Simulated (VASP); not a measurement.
# SrO (I4/mmm) in VASP: a series of runs, part 2 of 2

VASP 6.6.1.

## Step 4: Electric field gradients, LDA (zz strain of -1 %)

Contents of INCAR:

```
PREC = Accurate ; ENCUT = 520
EDIFF = 1E-8 ; ISMEAR = -1
SIGMA = 0.02 ; LREAL = F
LASPH = T ; NELM = 60
ALGO = Normal ; ISIF = 2
LWAVE = F ; LCHARG = F
GGA = CA ; LEFG = T
NBANDS = 15
```

Contents of KPOINTS:

```
Automatic mesh
0
Gamma
  8 8 8
```

Contents of POSCAR:

```
SrO
1.0
    0.0000000000      2.5698000000      2.5441020000
    2.5698000000      0.0000000000      2.5441020000
    2.5698000000      2.5698000000      0.0000000000
Sr O
1 1
Direct
    0.0000000000      0.0000000000      0.0000000000
    0.5000000000      0.5000000000      0.5000000000
```

Potentials or basis: VASP PAW LDA potentials, release 64 (Sr_sv, O).

Launch:

```sh
$ cat potpaw_LDA.64/Sr_sv/POTCAR potpaw_LDA.64/O/POTCAR > POTCAR
$ mpirun -np 1 vasp_std > vasp.out
```

OUTCAR:

```text
PREC = Accurate
   ENCUT = 520
   EDIFF = 1E-8
   ISMEAR = -1
   LREAL = F
   LASPH = T
   NELM = 60
   ISIF = 2
   GGA = CA

 ion  position               nearest neighbor table
   1  0.000  0.000  0.000-   2 2.54   2 2.54   2 2.57   2 2.57   2 2.57   2 2.57
   2  0.500  0.500  0.500-   1 2.54   1 2.54   1 2.57   1 2.57   1 2.57   1 2.57

  LATTYP: Found a body centered tetragonal cell.
 ALAT       =     3.6342460126
 C/A-ratio  =     1.4000714267

  Lattice vectors:

 A1 = (   0.0000000000,  -2.5698000000,  -2.5441020000)
 A2 = (   0.0000000000,   2.5698000000,  -2.5441020000)
 A3 = (   2.5698000000,   0.0000000000,   2.5441020000)

Analysis of symmetry for initial positions (statically):
=====================================================================
 Subroutine PRICEL returns:
 Original cell was already a primitive cell.

 Routine SETGRP: Setting up the symmetry group for a
 body centered tetragonal supercell.

 Subroutine GETGRP returns: Found 16 space group operations
 (whereof 16 operations were pure point group operations)
 out of a pool of 16 trial point group operations.

The static configuration has the point symmetry D_4h.

Analysis of symmetry for dynamics (positions and initial velocities):
=====================================================================
 Subroutine PRICEL returns:
 Original cell was already a primitive cell.

 Routine SETGRP: Setting up the symmetry group for a
 body centered tetragonal supercell.

 Subroutine GETGRP returns: Found 16 space group operations
 (whereof 16 operations were pure point group operations)
[... 167 lines left out ...]
     10       7.5019      0.00000
     11       7.5019      0.00000
     12       7.5805      0.00000
     13       9.7084      0.00000
     14       9.8518      0.00000
[... 401 lines left out ...]
      2     -14.6528      2.00000
      3     -12.5071      2.00000
      4     -12.4981      2.00000
      5     -11.3944      2.00000
      6      -0.3092      2.00000
      7       0.5132      2.00000
      8       0.7057      2.00000
      9       6.9160      0.00000
     10       8.3982      0.00000
     11       9.8607      0.00000
     12      10.0419      0.00000
     13      11.9348      0.00000
     14      12.3849      0.00000
     15      17.1183      0.00000

 [... further k-points ...]
[... 5 lines left out ...]
  --------------------------------------------------------------------------------------
  -------------------------------------------------------------------------------------
  Total       -0.6338780     -0.6338780     -0.3397317      0.0000000      0.0000000      0.0000000
  in kB      -30.2240802    -30.2240802    -16.1988251      0.0000000      0.0000000      0.0000000
  external PRESSURE =     -25.5489951 kB  Pullay stress =       0.0000000 kB

 VOLUME and BASIS-vectors are now :
 -----------------------------------------------------------------------------
  energy-cutoff  :      520.00
  volume of cell :       33.60
      direct lattice vectors                 reciprocal lattice vectors
     0.000000000  2.569800000  2.544102000    -0.194567671  0.194567671  0.196533001
     2.569800000  0.000000000  2.544102000     0.194567671 -0.194567671  0.196533001
     2.569800000  2.569800000  0.000000000     0.194567671  0.194567671 -0.196533001

 POSITION                                       TOTAL-FORCE (eV/Angst)
 -----------------------------------------------------------------------------------
      0.00000      0.00000      0.00000        -0.000000      0.000000      0.000000
      2.56980      2.56980      2.54410         0.000000     -0.000000      0.000000
 -----------------------------------------------------------------------------------
    total drift:                                0.000000      0.000000      0.000000

  FREE ENERGIE OF THE ION-ELECTRON SYSTEM (eV)
  ---------------------------------------------------
  free  energy   TOTEN  =       -13.3800426085 eV

  energy  without entropy=      -13.3800426085  energy(sigma->0) =      -13.38004261

 Electric field gradients (V/A^2)
---------------------------------------------------------------------
 ion       V_xx      V_yy      V_zz      V_xy      V_xz      V_yz
---------------------------------------------------------------------
   1       5.406     5.406   -10.812     0.000     0.000     0.000
   2       1.821     1.821    -3.643    -0.001    -0.001    -0.001
---------------------------------------------------------------------

 Electric field gradients after diagonalization (V/A^2)
 (convention: |V_zz| > |V_xx| > |V_yy|)
----------------------------------------------------------------------
 ion       V_xx      V_yy      V_zz     asymmetry (V_yy - V_xx)/ V_zz
----------------------------------------------------------------------
   1       5.406     5.406   -10.812       0.000
   2       1.822     1.820    -3.643       0.000
----------------------------------------------------------------------

           NMR quadrupolar parameters

 Cq : quadrupolar parameter    Cq=e*Q*V_zz/h
 eta: asymmetry parameters     (V_yy - V_xx)/ V_zz
 Q  : nuclear electric quadrupole moment in mb (millibarn)
----------------------------------------------------------------------
 ion       Cq(MHz)       eta       Q (mb)
----------------------------------------------------------------------
   1      -0.026       0.000       1.000
   2      -0.009       0.000       1.000
----------------------------------------------------------------------
```

OSZICAR:

```text
N       E                     dE             d eps       ncg     rms          rms(c)
DAV:   1     0.674512076242E+02    0.67451E+02   -0.85066E+03  1778   0.105E+03
DAV:   2    -0.125641495878E+02   -0.80015E+02   -0.73314E+02  2448   0.226E+02
DAV:   3    -0.155029509628E+02   -0.29388E+01   -0.29252E+01  2322   0.389E+01
DAV:   4    -0.155648765568E+02   -0.61926E-01   -0.61917E-01  2184   0.534E+00
DAV:   5    -0.155662834338E+02   -0.14069E-02   -0.14069E-02  2248   0.640E-01    0.176E+01
DAV:   6    -0.136106972554E+02    0.19556E+01   -0.63538E+00  1819   0.194E+01    0.213E+01
DAV:   7    -0.134290172699E+02    0.18168E+00   -0.34002E-01  2071   0.511E+00    0.117E+01
DAV:   8    -0.133791119966E+02    0.49905E-01   -0.13267E-01  2365   0.331E+00    0.132E+00
DAV:   9    -0.133801434938E+02   -0.10315E-02   -0.63132E-03  2642   0.465E-01    0.323E-01
DAV:  10    -0.133800293045E+02    0.11419E-03   -0.15847E-04  2064   0.133E-01    0.183E-01
DAV:  11    -0.133800407442E+02   -0.11440E-04   -0.80273E-05  2050   0.896E-02    0.200E-02
DAV:  12    -0.133800425772E+02   -0.18330E-05   -0.60863E-06  2170   0.184E-02    0.330E-03
DAV:  13    -0.133800426065E+02   -0.29229E-07   -0.28134E-07  2099   0.463E-03    0.207E-03
DAV:  14    -0.133800426085E+02   -0.20100E-08   -0.31201E-08  2143   0.148E-03
   1 F= -.13380043E+02 E0= -.13380043E+02  d E =-.130849E-12
```

It took 47 s on 1 thread of Intel Xeon 8259CL, shared host; peak memory 0.16 GiB.

What came out:

* Free energy: -13.3800 eV
* Pressure: -2.6 GPa
* Band gap on the k mesh: 3.04 eV (least direct gap 3.15 eV)
* Largest electric field gradient by atom: Sr -10.8; O -3.6 V/Å²

Stress tensor (GPa, compression positive):
```
-3.02  0.00  0.00
 0.00 -3.02  0.00
 0.00  0.00 -1.62
```

Levels at points of the mesh, in eV from the valence-band top:
```tsv
k point	band 6	band 7	band 8	band 9	band 10	band 11
(0.00, 0.00, 0.00)	-0.04	-0.04	0.00	3.85	6.08	6.08
(0.50, 0.00, 0.00)	-2.29	-1.21	-1.21	6.47	8.33	8.83
(0.50, 0.50, 0.00)	-0.39	-0.12	-0.12	3.04	7.82	10.23
(0.50, 0.00, 0.50)	-0.45	-0.12	-0.07	3.08	7.81	10.24
```

Electric field gradients, principal values (V/Å²):
```
atom  least  middle  greatest (by size)
1 Sr  5.406   5.406             -10.812
 2 O  1.820   1.822              -3.643
```

Caveat: the cell differs from its parent crystal (zz strain of -1 %); without QUAD_EFG the Cq values of the log hold for a quadrupole moment of 1 mb, not for the nuclei.

## Step 5: Electric field gradients, LDA (zz strain of -2 %)

Contents of INCAR:

```
PREC = Accurate
ENCUT = 520
EDIFF = 1E-8
ISMEAR = -1
SIGMA = 0.02
LREAL = F
LASPH = T
NELM = 100
ALGO = Normal
ISIF = 2
LWAVE = F
LCHARG = F
LEFG = T
NBANDS = 15
```

Contents of KPOINTS:

```
regular mesh
0
Gamma
  8 8 8
```

Contents of POSCAR:

```
SrO
1.0
    0.0000000000      2.5698000000      2.5184040000
    2.5698000000      0.0000000000      2.5184040000
    2.5698000000      2.5698000000      0.0000000000
Sr O
1 1
Direct
    0.0000000000      0.0000000000      0.0000000000
    0.5000000000      0.5000000000      0.5000000000
```

Potentials or basis: VASP PAW LDA potentials, release 64 (Sr_sv, O).

Launch:

```sh
$ cat potpaw_LDA.64/Sr_sv/POTCAR potpaw_LDA.64/O/POTCAR > POTCAR
$ mpirun -np 1 vasp_std > vasp.out
```

OUTCAR:

```text
PREC = Accurate
   ENCUT = 520
   EDIFF = 1E-8
   ISMEAR = -1
   LREAL = F
   LASPH = T
   NELM = 100
   ISIF = 2

 ion  position               nearest neighbor table
   1  0.000  0.000  0.000-   2 2.52   2 2.52   2 2.57   2 2.57   2 2.57   2 2.57
   2  0.500  0.500  0.500-   1 2.52   1 2.52   1 2.57   1 2.57   1 2.57   1 2.57

  LATTYP: Found a body centered tetragonal cell.
 ALAT       =     3.6342460126
 C/A-ratio  =     1.3859292911

  Lattice vectors:

 A1 = (   0.0000000000,  -2.5698000000,  -2.5184040000)
 A2 = (   0.0000000000,   2.5698000000,  -2.5184040000)
 A3 = (   2.5698000000,   0.0000000000,   2.5184040000)

Analysis of symmetry for initial positions (statically):
=====================================================================
 Subroutine PRICEL returns:
 Original cell was already a primitive cell.

 Routine SETGRP: Setting up the symmetry group for a
 body centered tetragonal supercell.

 Subroutine GETGRP returns: Found 16 space group operations
 (whereof 16 operations were pure point group operations)
 out of a pool of 16 trial point group operations.

The static configuration has the point symmetry D_4h.

Analysis of symmetry for dynamics (positions and initial velocities):
=====================================================================
 Subroutine PRICEL returns:
 Original cell was already a primitive cell.

 Routine SETGRP: Setting up the symmetry group for a
 body centered tetragonal supercell.

 Subroutine GETGRP returns: Found 16 space group operations
 (whereof 16 operations were pure point group operations)
 out of a pool of 16 trial point group operations.

The dynamic configuration has the point symmetry D_4h.

[... 165 lines left out ...]
     12       7.7076      0.00000
     13       9.7322      0.00000
     14      10.0320      0.00000
[... 401 lines left out ...]
      2     -14.6228      2.00000
      3     -12.4197      2.00000
      4     -12.4007      2.00000
      5     -11.3055      2.00000
      6      -0.2696      2.00000
      7       0.5533      2.00000
      8       0.7523      2.00000
      9       6.9959      0.00000
     10       8.5282      0.00000
     11       9.9559      0.00000
     12      10.1534      0.00000
     13      12.0856      0.00000
     14      12.4798      0.00000
     15      17.2625      0.00000

 [... further k-points ...]
[... 5 lines left out ...]
  --------------------------------------------------------------------------------------
  -------------------------------------------------------------------------------------
  Total       -0.5271208     -0.5271208      0.1067106      0.0000000      0.0000000      0.0000000
  in kB      -25.3902311    -25.3902311      5.1400126      0.0000000      0.0000000      0.0000000
  external PRESSURE =     -15.2134832 kB  Pullay stress =       0.0000000 kB

 VOLUME and BASIS-vectors are now :
 -----------------------------------------------------------------------------
  energy-cutoff  :      520.00
  volume of cell :       33.26
      direct lattice vectors                 reciprocal lattice vectors
     0.000000000  2.569800000  2.518404000    -0.194567671  0.194567671  0.198538439
     2.569800000  0.000000000  2.518404000     0.194567671 -0.194567671  0.198538439
     2.569800000  2.569800000  0.000000000     0.194567671  0.194567671 -0.198538439

 POSITION                                       TOTAL-FORCE (eV/Angst)
 -----------------------------------------------------------------------------------
      0.00000      0.00000      0.00000        -0.000000     -0.000000      0.000000
      2.56980      2.56980      2.51840         0.000000      0.000000      0.000000
 -----------------------------------------------------------------------------------
    total drift:                                0.000000      0.000000      0.000000

  FREE ENERGIE OF THE ION-ELECTRON SYSTEM (eV)
  ---------------------------------------------------
  free  energy   TOTEN  =       -13.3810527484 eV

  energy  without entropy=      -13.3810527484  energy(sigma->0) =      -13.38105275

 Electric field gradients (V/A^2)
---------------------------------------------------------------------
 ion       V_xx      V_yy      V_zz      V_xy      V_xz      V_yz
---------------------------------------------------------------------
   1      11.139    11.139   -22.278     0.000     0.000     0.000
   2       3.734     3.734    -7.469    -0.001    -0.002    -0.002
---------------------------------------------------------------------

 Electric field gradients after diagonalization (V/A^2)
 (convention: |V_zz| > |V_xx| > |V_yy|)
----------------------------------------------------------------------
 ion       V_xx      V_yy      V_zz     asymmetry (V_yy - V_xx)/ V_zz
----------------------------------------------------------------------
   1      11.139    11.139   -22.278       0.000
   2       3.735     3.734    -7.469       0.000
----------------------------------------------------------------------

           NMR quadrupolar parameters

 Cq : quadrupolar parameter    Cq=e*Q*V_zz/h
 eta: asymmetry parameters     (V_yy - V_xx)/ V_zz
 Q  : nuclear electric quadrupole moment in mb (millibarn)
----------------------------------------------------------------------
 ion       Cq(MHz)       eta       Q (mb)
----------------------------------------------------------------------
   1      -0.054       0.000       1.000
   2      -0.018       0.000       1.000
----------------------------------------------------------------------
```

OSZICAR:

```text
N       E                     dE             d eps       ncg     rms          rms(c)
DAV:   1     0.671837957223E+02    0.67184E+02   -0.85131E+03  1778   0.105E+03
DAV:   2    -0.124198755449E+02   -0.79604E+02   -0.73294E+02  2444   0.224E+02
DAV:   3    -0.155020995081E+02   -0.30822E+01   -0.30663E+01  2260   0.397E+01
DAV:   4    -0.155712980639E+02   -0.69199E-01   -0.69190E-01  2222   0.599E+00
DAV:   5    -0.155729714009E+02   -0.16733E-02   -0.16733E-02  2182   0.762E-01    0.180E+01
DAV:   6    -0.136079680055E+02    0.19650E+01   -0.63216E+00  1819   0.195E+01    0.217E+01
DAV:   7    -0.134300224070E+02    0.17795E+00   -0.33275E-01  2092   0.509E+00    0.120E+01
DAV:   8    -0.133801337036E+02    0.49889E-01   -0.13241E-01  2365   0.330E+00    0.136E+00
DAV:   9    -0.133811430179E+02   -0.10093E-02   -0.60804E-03  2698   0.457E-01    0.325E-01
DAV:  10    -0.133810376091E+02    0.10541E-03   -0.16654E-04  2099   0.134E-01    0.180E-01
DAV:  11    -0.133810510580E+02   -0.13449E-04   -0.74914E-05  2036   0.858E-02    0.197E-02
DAV:  12    -0.133810527133E+02   -0.16553E-05   -0.54547E-06  2149   0.179E-02    0.359E-03
DAV:  13    -0.133810527435E+02   -0.30177E-07   -0.24983E-07  2106   0.444E-03    0.215E-03
DAV:  14    -0.133810527484E+02   -0.49768E-08   -0.23164E-08  2112   0.132E-03
   1 F= -.13381053E+02 E0= -.13381053E+02  d E =-.908927E-11
```

Wall time 57 s (1 thread of Intel Xeon 8259CL, shared host); peak memory 0.16 GiB.

What came out:

* Free energy: -13.3811 eV
* Pressure: -1.5 GPa
* Band gap on the k mesh: 2.98 eV (least direct gap 3.11 eV)
* Largest electric field gradient by atom: Sr -22.3; O -7.5 V/Å²

Electric field gradients, principal values (V/Å²):
```tsv
atom	least	middle	greatest (by size)
1 Sr	11.139	11.139	-22.278
2 O	3.734	3.735	-7.469
```

Caveat: the cell differs from its parent crystal (zz strain of -2 %); without QUAD_EFG the Cq values of the log hold for a quadrupole moment of 1 mb, not for the nuclei. A k mesh can miss the band edges.

## Step 6: The runs side by side

| cell | gap on the mesh (eV) | pressure (GPa) |
| --- | --- | --- |
| a = 3.580, b = 3.580, c = 3.634 Å, angles 59.5, 59.5, 61.0°, 2 atoms | 2.91 | -0.4 |
| a = 3.598, b = 3.598, c = 3.562 Å, angles 60.3, 60.3, 59.3°, 2 atoms | 3.01 | 0.5 |
| a = 3.616, b = 3.616, c = 3.634 Å, angles 59.8, 59.8, 60.3°, 2 atoms | 3.04 | -2.6 |
| a = 3.598, b = 3.598, c = 3.634 Å, angles 59.7, 59.7, 60.7°, 2 atoms | 2.98 | -1.5 |

Alike in all rows: task electric field gradients; level LDA; potentials or basis VASP PAW LDA potentials, release 64 (Sr_sv, O); no spin polarisation; k mesh 8 × 8 × 8; cutoff (eV) 520; smearing fermi-dirac 0.02 eV.

Absolute energies hang on the potentials; compare differences alone.
